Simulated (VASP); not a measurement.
# MoS2 in VASP: relaxation of the atoms with PBE+D3(BJ)

Aim: the relaxation of the atoms of MoS2 with PBE+D3(BJ).

Program: VASP 6.6.1. These are calculated values, not measurements. Logs are shortened: lines on timing, memory, paths and dates and some standing lists are left out, and cuts for length are marked.

### Step 1. The cell of the first run

The cell holds a sheet with vacuum, 9 atoms: a = 3.192 Å, b = 3.192 Å, c = 33.424 Å, α = 90.00°, β = 90.00°, γ = 120.00°.

### Step 2. Relaxation of the atoms, PBE+D3(BJ)

INCAR reads:

```
ALGO = Normal ; DIPOL = 0.5 0.5 0.500
EDIFF = 1E-7 ; EDIFFG = -0.004
ENCUT = 520 ; GGA = PE
IBRION = 2 ; IDIPOL = 3
ISIF = 2 ; ISMEAR = 0
IVDW = 12 ; LASPH = True
LCHARG = False ; LDIPOL = True
LREAL = False ; LWAVE = False
NELM = 100 ; NSW = 100
PREC = Accurate ; SIGMA = 0.02
```

KPOINTS reads:

```
k-points
0
Gamma
  12 12 1
```

POSCAR reads:

```
MoS2
1.0
    3.1916000000      0.0000000000      0.0000000000
   -1.5958000000      2.7640066787      0.0000000000
    0.0000000000      0.0000000000     33.4240000000
S Mo
6 3
Direct
    0.6666666667      0.3333333333      0.2692675921
    0.6666666667      0.3333333333      0.3629128770
    0.3333333333      0.6666666667      0.4531773576
    0.3333333333      0.6666666667      0.5468226424
    0.6666666667      0.3333333333      0.6370871230
    0.6666666667      0.3333333333      0.7307324079
    0.3333333333      0.6666666667      0.3160902346
    0.6666666667      0.3333333333      0.5000000000
    0.3333333333      0.6666666667      0.6839097654
```

Potentials or basis: VASP PAW PBE potentials, release 64 (S, Mo_sv).

Started as:

```console
cat potpaw_PBE.64/S/POTCAR potpaw_PBE.64/Mo_sv/POTCAR > POTCAR
mpirun -np 1 vasp_std > vasp.out
```

OUTCAR:

```text
EDIFF = 1E-7
   EDIFFG = -0.004
   ENCUT = 520
   GGA = PE
   IBRION = 2
   ISIF = 2
   ISMEAR = 0
   IVDW = 12
   LASPH = True
   LREAL = False
   NELM = 100
   NSW = 100
   PREC = Accurate
 IVDW          = 12

 ion  position               nearest neighbor table
   1  0.667  0.333  0.269-   7 2.42   7 2.42   7 2.42
   2  0.667  0.333  0.363-   7 2.42   7 2.42   7 2.42
   3  0.333  0.667  0.453-   8 2.42   8 2.42   8 2.42
   4  0.333  0.667  0.547-   8 2.42   8 2.42   8 2.42
   5  0.667  0.333  0.637-   9 2.42   9 2.42   9 2.42
   6  0.667  0.333  0.731-   9 2.42   9 2.42   9 2.42
   7  0.333  0.667  0.316-   2 2.42   2 2.42   2 2.42   1 2.42   1 2.42   1 2.42
   8  0.667  0.333  0.500-   3 2.42   4 2.42   3 2.42   4 2.42   3 2.42   4 2.42
   9  0.333  0.667  0.684-   5 2.42   5 2.42   5 2.42   6 2.42   6 2.42   6 2.42

  LATTYP: Found a hexagonal cell.
 ALAT       =     3.1916000000
 C/A-ratio  =    10.4724902870

  Lattice vectors:

 A1 = (   3.1916000000,   0.0000000000,   0.0000000000)
 A2 = (  -1.5958000000,   2.7640066787,   0.0000000000)
 A3 = (   0.0000000000,   0.0000000000,  33.4240000000)

Analysis of symmetry for initial positions (statically):
=====================================================================
 Subroutine PRICEL returns:
 Original cell was already a primitive cell.

 Routine SETGRP: Setting up the symmetry group for a
 hexagonal supercell.

 Subroutine GETGRP returns: Found 12 space group operations
 (whereof 12 operations were pure point group operations)
 out of a pool of 24 trial point group operations.

The static configuration has the point symmetry D_3h.

Analysis of symmetry for dynamics (positions and initial velocities):
=====================================================================
 Subroutine PRICEL returns:
 Original cell was already a primitive cell.

 Routine SETGRP: Setting up the symmetry group for a
 hexagonal supercell.

 Subroutine GETGRP returns: Found 12 space group operations
 (whereof 12 operations were pure point group operations)
 out of a pool of 24 trial point group operations.

The dynamic configuration has the point symmetry D_3h.

 Subroutine INISYM returns: Found 12 space group operations
 (whereof 12 operations are pure point group operations),
 and found     1 'primitive' translations

----------------------------------------------------------------------------------------

                                     Primitive cell

  volume of cell :     294.8533

  direct lattice vectors                    reciprocal lattice vectors
     3.191600000  0.000000000  0.000000000     0.313322471  0.180896813  0.000000000
    -1.595800000  2.764006679  0.000000000     0.000000000  0.361793627  0.000000000
     0.000000000  0.000000000 33.424000000     0.000000000  0.000000000  0.029918621

  length of vectors
     3.191600000  3.191600000 33.424000000     0.361793627  0.361793627  0.029918621

  position of ions in fractional coordinates (direct lattice)
     0.666666667  0.333333333  0.269267592
     0.666666667  0.333333333  0.362912877
     0.333333333  0.666666667  0.453177358
     0.333333333  0.666666667  0.546822642
     0.666666667  0.333333333  0.637087123
     0.666666667  0.333333333  0.730732408
     0.333333333  0.666666667  0.316090235
     0.666666667  0.333333333  0.500000000
     0.333333333  0.666666667  0.683909765

  ion indices of the primitive-cell ions
   primitive index   ion index
                 1           1
                 2           2
                 3           3
                 4           4
                 5           5
                 6           6
                 7           7
                 8           8
                 9           9

----------------------------------------------------------------------------------------

 KPOINTS: k-points

Automatic generation of k-mesh.
 Grid dimensions read from file:
 generate k-points for:   12   12    1

 Generating k-lattice:

  Cartesian coordinates                     Fractional coordinates (reciprocal lattice)
     0.026110206  0.015074734  0.000000000     0.083333333  0.000000000  0.000000000
     0.000000000  0.030149469  0.000000000     0.000000000  0.083333333  0.000000000
     0.000000000  0.000000000  0.029918621     0.000000000  0.000000000  1.000000000

  Length of vectors
     0.030149469  0.030149469  0.029918621

  Shift w.r.t. Gamma in fractional coordinates (k-lattice)
     0.000000000  0.000000000  0.000000000

 Subroutine IBZKPT returns following result:
 ===========================================

 Found     19 irreducible k-points:

 Following reciprocal coordinates:
            Coordinates               Weight
  0.000000  0.000000  0.000000      1.000000
  0.083333 -0.000000  0.000000      6.000000
  0.166667 -0.000000  0.000000      6.000000
  0.250000 -0.000000  0.000000      6.000000
  0.333333  0.000000  0.000000      6.000000
  0.416667  0.000000  0.000000      6.000000
[... 11 lines left out ...]
  0.333333  0.250000  0.000000     12.000000
  0.333333  0.333333  0.000000      2.000000
   k-points           NKPTS =     19   k-points in BZ     NKDIM =     19   number of bands    NBANDS=     46
   number of dos      NEDOS =    301   number of ions     NIONS =      9
   total plane-waves  NPLWV = 144000
   dimension x,y,z NGX =    24 NGY =   24 NGZ =  250
   dimension x,y,z NGXF=    48 NGYF=   48 NGZF=  500
   ions per type =               6   3
   NGX,Y,Z   is equivalent  to a cutoff of  12.50, 12.50, 12.43 a.u.
   NGXF,Y,Z  is equivalent  to a cutoff of  25.00, 25.00, 24.87 a.u.
 SYSTEM =  unknown system
   PREC   = accura    normal or accurate (medium, high low for compatibility)
   ISTART =      0    job   : 0-new  1-cont  2-samecut
   ICHARG =      2    charge: 1-file 2-atom 10-const
   ISPIN  =      1    spin polarized calculation?
   LNONCOLLINEAR =      F non collinear calculations
   LSORBIT =      F    spin-orbit coupling
   LASPH  =      T    aspherical Exc in radial PAW
   ENCUT  =  520.0 eV  38.22 Ry    6.18 a.u.   5.93  5.93 62.15*2*pi/ulx,y,z
   NELM   =    100;   NELMIN=  2; NELMDL= -5     # of ELM steps
   EDIFF  = 0.1E-06   stopping-criterion for ELM
   LREAL  =      F    real-space projection
   EDIFFG = -.4E-02   stopping-criterion for IOM
   NSW    =    100    number of steps for IOM
   IBRION =      2    ionic relax: 0-MD 1-quasi-New 2-CG
   NFREE  =      1    steps in history (QN), initial steepest desc. (CG)
   ISIF   =      2    stress and relaxation
   ISYM   =      2    0-nonsym 1-usesym 2-fastsym
   POTIM  = 0.5000    time-step for ionic-motion
   TEBEG  =    0.0;   TEEND  =   0.0 temperature during run
   PSTRESS=    0.0 pullay stress
   NELECT =      78.0000    total number of electrons
   NUPDOWN=      -1.0000    fix difference up-down
   EMIN   =  10.00;   EMAX   =-10.00  energy-range for DOS
   EFERMI =   0.00;   METHOD = LEGACY
   ISMEAR =     0;   SIGMA  =   0.02  broadening in eV -4-tet -1-fermi 0-gaus
   EFERMI_NEDOS =   21; number of points for ismear=-14 and -15
   IALGO  =     38    algorithm
   IMIX   =      4    mixing-type and parameters
     AMIX     =   0.40;   BMIX     =  1.00
     AMIX_MAG =   1.60;   BMIX_MAG =  1.00
  volume/ion in A,a.u.               =      32.76       221.09
  Fermi-wavevector in a.u.,A,eV,Ry     =   1.050923  1.985957 15.026817  1.104440
  Thomas-Fermi vector in A             =   2.185946
   LORBIT       =      0    0 simple, 1 ext, 2 COOP (PROOUT), +10 PAW based schemes
   GGA     = PE    functional components
   LHFCALC =     F    Hartree Fock is set to
   AEXX    =    0.0000 exact exchange contribution
   IVDW    =    12    specifies the selected vdW correction
   LEPSILON=     F    determine dielectric tensor
   LRPA    =     F    only Hartree local field effects (RPA)
 conjugate gradient relaxation of ions
 non-spin polarized calculation
 Gauss-broadening in eV      SIGMA  =   0.02
  energy-cutoff  :      520.00
  volume of cell :      294.85
 maximum number of plane-waves:      7998
 NGX is ok and might be reduce to    24
   NGX = 11   NGY = 11   NGZ =125

--------------------------------------- Ionic step        1  -------------------------------------------

 number of electron      78.0000005 magnetization

 Free energy of the ion-electron system (eV)
  ---------------------------------------------------
  ext. energy  EPLUGINS =         0.00000000
  ---------------------------------------------------
  free energy    TOTEN  =       -65.46704283 eV

  energy without entropy =      -65.46704283  energy(sigma->0) =      -65.46704283

------------------------ aborting loop because EDIFF is reached ----------------------------------------

 Edisp (eV)   -3.43144

 E8    (eV) :    -1.4160

  FORCE on cell =-STRESS in cart. coord.  units (eV):
  Direction    XX          YY          ZZ          XY          YZ          ZX
  --------------------------------------------------------------------------------------
  -------------------------------------------------------------------------------------
  Total      -4.26008    -4.26008    -2.57506     0.00000     0.00000    -0.00000
  in kB     -23.14849   -23.14849   -13.99240     0.00000     0.00000    -0.00000
  external pressure =      -20.10 kB  Pullay stress =        0.00 kB
[... 118 lines left out ...]
  FREE ENERGIE OF THE ION-ELECTRON SYSTEM (eV)
  ---------------------------------------------------
  free  energy   TOTEN  =       -68.9054385993 eV

  energy  without entropy=      -68.9054385993  energy(sigma->0) =      -68.90543860

 dipolmoment           0.000000      0.000000     -0.000000 electrons x Angstroem

[... ionic steps 4 to 16 ...]

--------------------------------------- Ionic step       17  -------------------------------------------

 number of electron      78.0000000 magnetization

------------------------ aborting loop because EDIFF is reached ----------------------------------------

 Edisp (eV)   -3.48278

 E8    (eV) :    -1.4371
[... 83 lines left out ...]
  energy  without entropy=      -68.9118946439  energy(sigma->0) =      -68.91189464

--------------------------------------- Ionic step       19  -------------------------------------------

 number of electron      78.0000000 magnetization

 dipolmoment           0.000000      0.000000      0.000000 electrons x Angstroem

 Free energy of the ion-electron system (eV)
  ---------------------------------------------------
  ext. energy  EPLUGINS =         0.00000000
  ---------------------------------------------------
  free energy    TOTEN  =       -65.42896967 eV

  energy without entropy =      -65.42896967  energy(sigma->0) =      -65.42896967

 E-fermi :   1.8255     XC(G=0):  -6.2027

 val. band max:        1.7301341755   @ k =   0.0000   0.0000   0.0000
 cond. band min:       2.6348931161   @ k =   0.3333   0.3333   0.0000
 fundamental gap:      0.9047589406
 Fermi energy:         1.8254708844

 k-point     1 :       0.0000    0.0000    0.0000
  band No.  band energies     occupation
      1     -59.8413      2.00000
      2     -59.8393      2.00000
      3     -59.8392      2.00000
      4     -33.9767      2.00000
      5     -33.9746      2.00000
      6     -33.9746      2.00000
[... 920 lines left out ...]
     45       4.5164      0.00000
     46       4.5201      0.00000

------------------------ aborting loop because EDIFF is reached ----------------------------------------

 vacuum level on the upper side and lower side of the slab       (xc-potential included)        -0.021        -0.021

 Edisp (eV)   -3.48293

 E8    (eV) :    -1.4372

  FORCE on cell =-STRESS in cart. coord.  units (eV):
  Direction    XX          YY          ZZ          XY          YZ          ZX
  --------------------------------------------------------------------------------------
  -------------------------------------------------------------------------------------
  Total      -3.53641    -3.53641    -0.09080    -0.00000     0.00000     0.00000
  in kB     -19.21620   -19.21620    -0.49337    -0.00000     0.00000     0.00000
  external pressure =      -12.98 kB  Pullay stress =        0.00 kB
[... 24 lines left out ...]
  FREE ENERGIE OF THE ION-ELECTRON SYSTEM (eV)
  ---------------------------------------------------
  free  energy   TOTEN  =       -68.9118959103 eV

  energy  without entropy=      -68.9118959103  energy(sigma->0) =      -68.91189591

 reached required accuracy - stopping structural energy minimisation

 vacuum level on the upper side and lower side of the slab         6.943         6.943
```

Run time: 39 min. Hardware: 1 thread of Intel Xeon 6975P-C (Granite Rapids), shared host; peak memory 0.52 GiB.

What came out:

| Quantity | Value |
| --- | --- |
| Free energy | -68.9119 eV |
| Energy gained by relaxing | 1.5 meV/atom |
| Ionic steps | 19 |
| Band gap on the k mesh | 0.90 eV, indirect (least direct gap 1.58 eV) |
| Dispersion energy per atom | -0.387 eV |

The path:
| step | energy change (eV) | largest force (eV/Å) | pressure (GPa) |
| --- | --- | --- | --- |
| 1 | 0.0000 | 0.2126 | -2.01 |
| 2 | -0.0069 | 0.0464 | -1.50 |
| 3 | -0.0070 | 0.0297 | -1.45 |
| 4 | -0.0070 | 0.0446 | -1.44 |
| 5 | -0.0070 | 0.0434 | -1.44 |
| 6 | -0.0071 | 0.0428 | -1.44 |
| 7 | -0.0073 | 0.0431 | -1.44 |
| 8 | -0.0078 | 0.0413 | -1.43 |
| 9 | -0.0086 | 0.0388 | -1.41 |
| 10 | -0.0100 | 0.0332 | -1.38 |
| 11 | -0.0119 | 0.0569 | -1.31 |
| 12 | -0.0109 | 0.1222 | -1.16 |
| 13 | -0.0123 | 0.0776 | -1.26 |
| 14 | -0.0125 | 0.0699 | -1.26 |
| 15 | -0.0130 | 0.0483 | -1.27 |
| 16 | -0.0134 | 0.0285 | -1.30 |
| 17 | -0.0134 | 0.0262 | -1.30 |
| 18 | -0.0134 | 0.0060 | -1.30 |
| 19 | -0.0134 | 0.0015 | -1.30 |

Final structure:
```yaml
crystal:
  lattice:
    - [3.19160, 0.00000, 0.00000]
    - [-1.59580, 2.76401, 0.00000]
    - [0.00000, 0.00000, 33.42400]
  atoms:
    - { symbol: S, position: [0.66667, 0.33333, 0.27312] }
    - { symbol: S, position: [0.66667, 0.33333, 0.36604] }
    - { symbol: S, position: [0.33333, 0.66667, 0.45358] }
    - { symbol: S, position: [0.33333, 0.66667, 0.54642] }
    - { symbol: S, position: [0.66667, 0.33333, 0.63396] }
    - { symbol: S, position: [0.66667, 0.33333, 0.72688] }
    - { symbol: Mo, position: [0.33333, 0.66667, 0.31961] }
    - { symbol: Mo, position: [0.66667, 0.33333, 0.50000] }
    - { symbol: Mo, position: [0.33333, 0.66667, 0.68039] }
```

Levels at points of the mesh, in eV from the valence-band top:
| k point | band 37 | band 38 | band 39 | band 40 | band 41 | band 42 |
| --- | --- | --- | --- | --- | --- | --- |
| (0.00, 0.00, 0.00) | -0.89 | -0.30 | 0.00 | 2.00 | 2.00 | 2.02 |
| (0.50, 0.00, 0.00) | -1.41 | -1.33 | -1.29 | 1.48 | 1.51 | 1.52 |
